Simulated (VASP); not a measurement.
# TiC (P-6m2) in VASP: a series of runs

Runs on TiC. Level: PBE. Tasks: single point, relaxation of cell and atoms.

Everything below comes from runs of VASP 6.6.1. Logs are shortened: lines on timing, memory, paths and dates and some standing lists are left out, and cuts for length are marked.

**1. The cell of the first run**

Symmetry: P-6m2, No. 187, hexagonal system. The conventional cell has a = 3.042 Å, b = 3.042 Å, c = 2.698 Å, α = 90.00°, β = 90.00°, γ = 120.00°. Within 2.9 Å of Ti (site symmetry -6m2) lie 6 C at 2.21 Å and 2 Ti at 2.70 Å. Within 2.9 Å of C (site symmetry -6m2) lie 6 Ti at 2.21 Å and 2 C at 2.70 Å.

**2. Single point, PBE**

The input, INCAR:

```
ALGO     = Normal         # electronic algorithm
EDIFF    = 1E-6           # SCF threshold, eV
ENCUT    = 520            # plane-wave cutoff, eV
GGA      = PE             # functional
ISIF     = 2              # what is computed and relaxed
ISMEAR   = 0              # smearing method
LASPH    = T              # aspherical terms in the spheres
LCHARG   = F              # write CHGCAR
LREAL    = F              # projectors in reciprocal space
LWAVE    = F              # write WAVECAR
NBANDS   = 15             # bands
NELM     = 100            # most SCF steps
PREC     = Accurate       # precision mode
SIGMA    = 0.1            # smearing width, eV
```

The input, KPOINTS:

```
k-points
0
Gamma
  24 24 20
```

The input, POSCAR:

```
TiC
1.0
    3.0420859966      0.0000000000      0.0000000000
   -1.5210429983      2.6345237536      0.0000000000
    0.0000000000      0.0000000000      2.6979634933
Ti C
1 1
Direct
    0.0000000000      0.0000000000      0.0000000000
    0.6666666667      0.3333333333      0.5000000000
```

Potentials or basis: VASP PAW PBE potentials, release 64 (Ti_sv, C).

Launch:

```sh
> cat potpaw_PBE.64/Ti_sv/POTCAR potpaw_PBE.64/C/POTCAR > POTCAR
> mpirun -np 1 vasp_std > vasp.out
```

OUTCAR:

```text
EDIFF = 1E-6
   ENCUT = 520
   GGA = PE
   ISIF = 2
   ISMEAR = 0
   LASPH = T
   LREAL = F
   NELM = 100
   PREC = Accurate

 ion  position               nearest neighbor table
   1  0.000  0.000  0.000-   2 2.21   2 2.21   2 2.21   2 2.21   2 2.21   2 2.21
   2  0.667  0.333  0.500-   1 2.21   1 2.21   1 2.21   1 2.21   1 2.21   1 2.21

  LATTYP: Found a hexagonal cell.
 ALAT       =     3.0420859966
 C/A-ratio  =     0.8868794295

  Lattice vectors:

 A1 = (   3.0420859966,   0.0000000000,   0.0000000000)
 A2 = (  -1.5210429983,   2.6345237536,   0.0000000000)
 A3 = (   0.0000000000,   0.0000000000,   2.6979634933)

Analysis of symmetry for initial positions (statically):
=====================================================================
 Subroutine PRICEL returns:
 Original cell was already a primitive cell.

 Routine SETGRP: Setting up the symmetry group for a
 hexagonal supercell.

 Subroutine GETGRP returns: Found 12 space group operations
 (whereof 12 operations were pure point group operations)
 out of a pool of 24 trial point group operations.

The static configuration has the point symmetry D_3h.

Analysis of symmetry for dynamics (positions and initial velocities):
=====================================================================
 Subroutine PRICEL returns:
 Original cell was already a primitive cell.

 Routine SETGRP: Setting up the symmetry group for a
 hexagonal supercell.

 Subroutine GETGRP returns: Found 12 space group operations
 (whereof 12 operations were pure point group operations)
 out of a pool of 24 trial point group operations.

The dynamic configuration has the point symmetry D_3h.

 Subroutine INISYM returns: Found 12 space group operations
 (whereof 12 operations are pure point group operations),
 and found     1 'primitive' translations

----------------------------------------------------------------------------------------

                                     Primitive cell

  volume of cell :      21.6227

  direct lattice vectors                    reciprocal lattice vectors
     3.042085997  0.000000000  0.000000000     0.328721805  0.189787623  0.000000000
    -1.521042998  2.634523754  0.000000000     0.000000000  0.379575245  0.000000000
     0.000000000  0.000000000  2.697963493     0.000000000  0.000000000  0.370649937

  length of vectors
     3.042085997  3.042085997  2.697963493     0.379575245  0.379575245  0.370649937

  position of ions in fractional coordinates (direct lattice)
     0.000000000  0.000000000  0.000000000
     0.666666667  0.333333333  0.500000000

  ion indices of the primitive-cell ions
   primitive index   ion index
                 1           1
                 2           2

----------------------------------------------------------------------------------------

 KPOINTS: k-points

Automatic generation of k-mesh.
 Grid dimensions read from file:
 generate k-points for:   24   24   20

 Generating k-lattice:

  Cartesian coordinates                     Fractional coordinates (reciprocal lattice)
     0.013696742  0.007907818  0.000000000     0.041666667 -0.000000000  0.000000000
     0.000000000  0.015815635  0.000000000     0.000000000  0.041666667  0.000000000
     0.000000000  0.000000000  0.018532497     0.000000000  0.000000000  0.050000000

  Length of vectors
     0.015815635  0.015815635  0.018532497

  Shift w.r.t. Gamma in fractional coordinates (k-lattice)
     0.000000000  0.000000000  0.000000000

 Subroutine IBZKPT returns following result:
 ===========================================

 Found    671 irreducible k-points:

 Following reciprocal coordinates:
            Coordinates               Weight
  0.000000  0.000000  0.000000      1.000000
  0.041667  0.000000  0.000000      6.000000
  0.083333  0.000000  0.000000      6.000000
  0.125000 -0.000000  0.000000      6.000000
  0.166667  0.000000  0.000000      6.000000
  0.208333 -0.000000  0.000000      6.000000
[... 16 lines left out ...]
  0.416667  0.041667  0.000000     12.000000
  0.458333  0.041667  0.000000     12.000000
 [... further k-points ...]
   k-points           NKPTS =    671   k-points in BZ     NKDIM =    671   number of bands    NBANDS=     15
   number of dos      NEDOS =    301   number of ions     NIONS =      2
   total plane-waves  NPLWV =  11520
   dimension x,y,z NGX =    24 NGY =   24 NGZ =   20
   dimension x,y,z NGXF=    48 NGYF=   48 NGZF=   40
   ions per type =               1   1
   NGX,Y,Z   is equivalent  to a cutoff of  13.12, 13.12, 12.32 a.u.
   NGXF,Y,Z  is equivalent  to a cutoff of  26.23, 26.23, 24.65 a.u.
 SYSTEM =  unknown system
   PREC   = accura    normal or accurate (medium, high low for compatibility)
   ISTART =      0    job   : 0-new  1-cont  2-samecut
   ICHARG =      2    charge: 1-file 2-atom 10-const
   ISPIN  =      1    spin polarized calculation?
   LNONCOLLINEAR =      F non collinear calculations
   LSORBIT =      F    spin-orbit coupling
   LASPH  =      T    aspherical Exc in radial PAW
   ENCUT  =  520.0 eV  38.22 Ry    6.18 a.u.   5.66  5.66  5.02*2*pi/ulx,y,z
   NELM   =    100;   NELMIN=  2; NELMDL= -5     # of ELM steps
   EDIFF  = 0.1E-05   stopping-criterion for ELM
   LREAL  =      F    real-space projection
   EDIFFG = 0.1E-04   stopping-criterion for IOM
   NSW    =      0    number of steps for IOM
   IBRION =     -1    ionic relax: 0-MD 1-quasi-New 2-CG
   NFREE  =      0    steps in history (QN), initial steepest desc. (CG)
   ISIF   =      2    stress and relaxation
   ISYM   =      2    0-nonsym 1-usesym 2-fastsym
   POTIM  = 0.5000    time-step for ionic-motion
   TEBEG  =    0.0;   TEEND  =   0.0 temperature during run
   PSTRESS=    0.0 pullay stress
   NELECT =      16.0000    total number of electrons
   NUPDOWN=      -1.0000    fix difference up-down
   EMIN   =  10.00;   EMAX   =-10.00  energy-range for DOS
   EFERMI =   0.00;   METHOD = LEGACY
   ISMEAR =     0;   SIGMA  =   0.10  broadening in eV -4-tet -1-fermi 0-gaus
   EFERMI_NEDOS =   21; number of points for ismear=-14 and -15
   IALGO  =     38    algorithm
   IMIX   =      4    mixing-type and parameters
     AMIX     =   0.40;   BMIX     =  1.00
     AMIX_MAG =   1.60;   BMIX_MAG =  1.00
  volume/ion in A,a.u.               =      10.81        72.96
  Fermi-wavevector in a.u.,A,eV,Ry     =   1.480738  2.798189 29.831937  2.192585
  Thomas-Fermi vector in A             =   2.594735
   LORBIT       =      0    0 simple, 1 ext, 2 COOP (PROOUT), +10 PAW based schemes
   GGA     = PE    functional components
   LHFCALC =     F    Hartree Fock is set to
   AEXX    =    0.0000 exact exchange contribution
   IVDW    =     0    specifies the selected vdW correction
   LEPSILON=     F    determine dielectric tensor
   LRPA    =     F    only Hartree local field effects (RPA)
 non-spin polarized calculation
 Gauss-broadening in eV      SIGMA  =   0.10
  energy-cutoff  :      520.00
  volume of cell :       21.62
 maximum number of plane-waves:       596
 NGX is ok and might be reduce to    24
   NGX = 11   NGY = 11   NGZ = 11

 number of electron      16.0000002 magnetization

 Free energy of the ion-electron system (eV)
  ---------------------------------------------------
  ext. energy  EPLUGINS =         0.00000000
  ---------------------------------------------------
  free energy    TOTEN  =       -17.35617554 eV

  energy without entropy =      -17.35495959  energy(sigma->0) =      -17.35556756

 E-fermi :   8.5921     XC(G=0): -12.2946

 val. band max:        8.5760126186   @ k =   0.2917   0.1250   0.0000
 cond. band min:       8.5923189821   @ k =   0.4167  -0.0000   0.0500
 fundamental gap:      0.0163063635
 Fermi energy:         8.5921415959

 k-point     1 :       0.0000    0.0000    0.0000
  band No.  band energies     occupation
      1     -47.9291      2.00000
      2     -24.0865      2.00000
      3     -24.0865      2.00000
      4     -23.6250      2.00000
      5      -3.3823      2.00000
      6       7.0270      2.00000
      7       7.0270      2.00000
      8       7.6645      2.00000
      9      10.9166      0.00000
     10      11.9544      0.00000
     11      11.9544      0.00000
     12      14.2932      0.00000
     13      14.2932      0.00000
     14      16.1402      0.00000
     15      24.3652      0.00000

 k-point     2 :       0.0417    0.0000    0.0000
  band No.  band energies     occupation
      1     -47.9282      2.00000
      2     -24.0936      2.00000
      3     -24.0881      2.00000
      4     -23.6242      2.00000
      5      -3.3504      2.00000
      6       6.9453      2.00000
      7       7.0512      2.00000
      8       7.6952      2.00000
      9      10.7554      0.00000
     10      11.9492      0.00000
     11      12.1293      0.00000
     12      14.2271      0.00000
     13      14.2538      0.00000
     14      16.2438      0.00000
     15      23.9809      0.00000

 k-point     3 :       0.0833    0.0000    0.0000
  band No.  band energies     occupation
      1     -47.9256      2.00000
      2     -24.1142      2.00000
      3     -24.0927      2.00000
      4     -23.6219      2.00000
      5      -3.2559      2.00000
      6       6.7293      2.00000
      7       7.1227      2.00000
      8       7.7661      2.00000
      9      10.4296      0.00000
     10      11.9337      0.00000
     11      12.4948      0.00000
     12      14.0451      0.00000
     13      14.1400      0.00000
     14      16.5315      0.00000
     15      23.6319      0.00000
[... 343 lines left out ...]
 k-point    23 :       0.4167    0.0417    0.0000
  band No.  band energies     occupation
      1     -47.8776      2.00000
      2     -24.4711      2.00000
      3     -24.1787      2.00000
      4     -23.5791      2.00000
      5      -1.1014      2.00000
      6       3.8991      2.00000
      7       7.7988      2.00000
      8       8.3712      1.99822
      9       8.8253      0.00098
     10      11.6396      0.00000
     11      12.1223      0.00000
     12      12.3660      0.00000
     13      15.1845      0.00000
     14      19.5078      0.00000
     15      23.2651      0.00000

 k-point    24 :       0.4583    0.0417    0.0000
  band No.  band energies     occupation
      1     -47.8758      2.00000
      2     -24.4841      2.00000
      3     -24.1819      2.00000
      4     -23.5775      2.00000
      5      -0.9895      2.00000
      6       3.7892      2.00000
      7       7.7621      2.00000
      8       8.3256      1.99984
      9       8.9089      0.00001
     10      11.6290      0.00000
     11      12.0476      0.00000
     12      12.3537      0.00000
     13      15.2477      0.00000
     14      19.5432      0.00000
     15      23.1883      0.00000

 [... further k-points ...]
[... 5 lines left out ...]
  --------------------------------------------------------------------------------------
  -------------------------------------------------------------------------------------
  Total        0.0132144      0.0132144      0.0127676      0.0000000     -0.0000000      0.0000000
  in kB        0.9791490      0.9791490      0.9460420      0.0000000     -0.0000000      0.0000000
  external PRESSURE =       0.9681133 kB  Pullay stress =       0.0000000 kB

 VOLUME and BASIS-vectors are now :
 -----------------------------------------------------------------------------
  energy-cutoff  :      520.00
  volume of cell :       21.62
      direct lattice vectors                 reciprocal lattice vectors
     3.042085997  0.000000000  0.000000000     0.328721805  0.189787623  0.000000000
    -1.521042998  2.634523754  0.000000000     0.000000000  0.379575245  0.000000000
     0.000000000  0.000000000  2.697963493     0.000000000  0.000000000  0.370649937

 POSITION                                       TOTAL-FORCE (eV/Angst)
 -----------------------------------------------------------------------------------
      0.00000      0.00000      0.00000         0.000000     -0.000000      0.000000
      1.52104      0.87817      1.34898        -0.000000      0.000000      0.000000
 -----------------------------------------------------------------------------------
    total drift:                               -0.000000      0.000000      0.000000

  FREE ENERGIE OF THE ION-ELECTRON SYSTEM (eV)
  ---------------------------------------------------
  free  energy   TOTEN  =       -17.3561755370 eV

  energy  without entropy=      -17.3549595881  energy(sigma->0) =      -17.35556756
```

It took 2.1 min on 1 thread of Intel Xeon Platinum 8259CL at 2.50GHz (Skylake/Cascade Lake), shared host; peak memory 0.32 GiB.

Results:

| Property | Result |
| --- | --- |
| Free energy | -17.3562 eV |
| Pressure | 0.1 GPa |
| Band gap on the k mesh | zero (band 8 reaches 8.66 eV, above the bottom of band 9 at 8.52 eV) |

Levels at points of the mesh, in eV from the Fermi level:
```
           k point  band 5  band 6  band 7  band 8  band 9  band 10  band 11  band 12
(0.00, 0.00, 0.00)  -11.97   -1.57   -1.57   -0.93    2.32     3.36     3.36     5.70
(0.50, 0.00, 0.00)   -9.58   -4.84   -0.73   -0.28    0.25     3.06     3.50     3.75
(0.00, 0.00, 0.50)   -8.84   -5.57   -0.48   -0.48    1.16     1.16     4.73     4.76
(0.50, 0.00, 0.50)   -8.76   -3.98   -2.54   -2.19    1.52     3.31     4.38     5.59
```

**3. Relaxation of cell and atoms, PBE**

The input, INCAR:

```
SYSTEM = TiC
PREC = Accurate
ENCUT = 600
EDIFF = 1E-7
ISMEAR = 0
SIGMA = 0.1
LREAL = .False.
LASPH = .True.
NELM = 100
ALGO = Normal
ISIF = 3
LWAVE = .False.
LCHARG = .False.
GGA = PE
IBRION = 2
NSW = 100
EDIFFG = -0.01
```

The input, KPOINTS:

```
Automatic mesh
0
Gamma
  24 24 20
  0 0 0
```

The input, POSCAR:

```
TiC
1.0
    3.0428193647      0.0000000000      0.0000000000
   -1.5214096823      2.6351588689      0.0000000000
    0.0000000000      0.0000000000      2.6967849878
Ti C
1 1
Direct
    0.0000000000      0.0000000000      0.0000000000
    0.6666666667      0.3333333333      0.5000000000
```

Potentials or basis: VASP PAW PBE potentials, release 64 (Ti_sv, C).

Launch:

```sh
> cat potpaw_PBE.64/Ti_sv/POTCAR potpaw_PBE.64/C/POTCAR > POTCAR
> mpirun -np 1 vasp_std > vasp.out
```

It took 2.9 min on 1 thread of Intel Xeon Platinum 8259CL at 2.50GHz (Skylake/Cascade Lake), shared host; peak memory 0.35 GiB.

Results (log left out):

```yaml
Free_energy: -17.3567 eV
Relaxed_volume: 10.82 Å³/atom
Relaxed_cell: a = 3.043 Å, b = 3.043 Å, c = 2.699 Å, α = 90.00°, β = 90.00°, γ = 120.00°
Space_group_after_relaxing_to_0.05_Å: P-6m2 (No. 187)
Energy_gained_by_relaxing: 0.0 meV/atom
Ionic_steps: 2
Pressure_after_relaxing: -0.1 GPa
Band_gap_on_the_k_mesh: zero (band 8 reaches 8.65 eV, above the bottom of band 9 at 8.51 eV)
```

Final structure:
```yaml
crystal:
  lattice:
    - [3.04337, 0.00000, 0.00000]
    - [-1.52168, 2.63563, 0.00000]
    - [0.00000, 0.00000, 2.69860]
  atoms:
    - { symbol: Ti, position: [0.00000, 0.00000, 0.00000] }
    - { symbol: C, position: [0.66667, 0.33333, 0.50000] }
```

Levels at points of the mesh, in eV from the Fermi level:
| k point | band 5 | band 6 | band 7 | band 8 | band 9 | band 10 | band 11 | band 12 |
| --- | --- | --- | --- | --- | --- | --- | --- | --- |
| (0.00, 0.00, 0.00) | -11.97 | -1.56 | -1.56 | -0.93 | 2.32 | 3.36 | 3.36 | 5.69 |
| (0.50, 0.00, 0.00) | -9.58 | -4.84 | -0.73 | -0.27 | 0.24 | 3.06 | 3.49 | 3.75 |
| (0.00, 0.00, 0.50) | -8.84 | -5.57 | -0.48 | -0.48 | 1.16 | 1.16 | 4.75 | 4.75 |
| (0.50, 0.00, 0.50) | -8.76 | -3.98 | -2.54 | -2.19 | 1.51 | 3.30 | 4.37 | 5.58 |

**4. Single point, PBE**

This run uses another cell than the first one, of 11.09 Å³/atom, 1.026 times its volume.

The input, INCAR:

```
SYSTEM = TiC
PREC = Accurate ; ENCUT = 520
EDIFF = 1E-6 ; ISMEAR = 0
SIGMA = 0.1 ; LREAL = .False.
LASPH = .True. ; NELM = 60
ALGO = Normal ; ISIF = 2
LWAVE = .False. ; LCHARG = .False.
GGA = PE ; NBANDS = 15
```

The input, KPOINTS:

```
Automatic mesh
0
Gamma
  6 6 6
  0 0 0
```

The input, POSCAR:

```
TiC
1.0
    2.9845947500      0.0000000000      0.0000000000
   -1.4922973700      2.5847348700      0.0000000000
    0.0000000000      0.0000000000      2.8750788700
Ti C
1 1
Direct
    0.0000000000      0.0000000000      0.0000000000
    0.6666666700      0.3333333300      0.5000000000
```

Launch:

```sh
> cat potpaw_PBE.64/Ti_sv/POTCAR potpaw_PBE.64/C/POTCAR > POTCAR
> mpirun -np 1 vasp_std > vasp.out
```

Wall time 10 s (1 thread of Intel Xeon Platinum 8259CL at 2.50GHz (Skylake/Cascade Lake), shared host); peak memory 0.14 GiB.

It converged, with:

```
Free energy : -17.2333 eV
Pressure    : -7.3 GPa
```

Stress tensor (GPa, compression positive):
```
  2.43   0.00   0.00
  0.00   2.43   0.00
  0.00   0.00 -26.80
```

Levels at points of the mesh, in eV from the Fermi level:
```tsv
k point	band 4	band 5	band 6	band 7	band 8	band 9	band 10	band 11	band 12	band 13
(0.00, 0.00, 0.00)	-32.43	-11.85	-1.07	-1.07	-0.94	1.35	3.10	3.10	5.36	5.36
(0.50, 0.00, 0.00)	-32.37	-9.24	-4.75	-1.07	-0.69	0.68	2.73	3.53	4.04	6.23
(0.00, 0.00, 0.50)	-32.70	-9.26	-5.56	0.02	0.02	1.03	1.03	3.80	4.83	4.83
(0.50, 0.00, 0.50)	-32.78	-8.78	-3.81	-2.78	-1.77	1.16	3.33	4.06	5.38	7.10
```

Caveat: the k points lie up to 0.41 Å⁻¹ apart.

**5. Summary**

```csv
task,cell,k mesh,cutoff (eV),gap on the mesh (eV),pressure (GPa)
single point,"a = 3.042, b = 3.042, c = 2.698 Å, angles 90.0, 90.0, 120.0°, 2 atoms",24 × 24 × 20,520,none,0.1
relaxation of cell and atoms,"relaxed from a = 3.043, b = 3.043, c = 2.697 Å, angles 90.0, 90.0, 120.0°, 2 atoms",24 × 24 × 20,600,none,-0.1
single point,"a = 2.985, b = 2.985, c = 2.875 Å, angles 90.0, 90.0, 120.0°, 2 atoms",6 × 6 × 6,520,-,-7.3
```

Alike in all rows: level PBE; potentials or basis VASP PAW PBE potentials, release 64 (Ti_sv, C); no spin polarisation; smearing gaussian 0.1 eV.

Caveats: some runs use coarse meshes.

Total energies depend on the potentials used, so only differences within one code and one set of settings carry meaning.
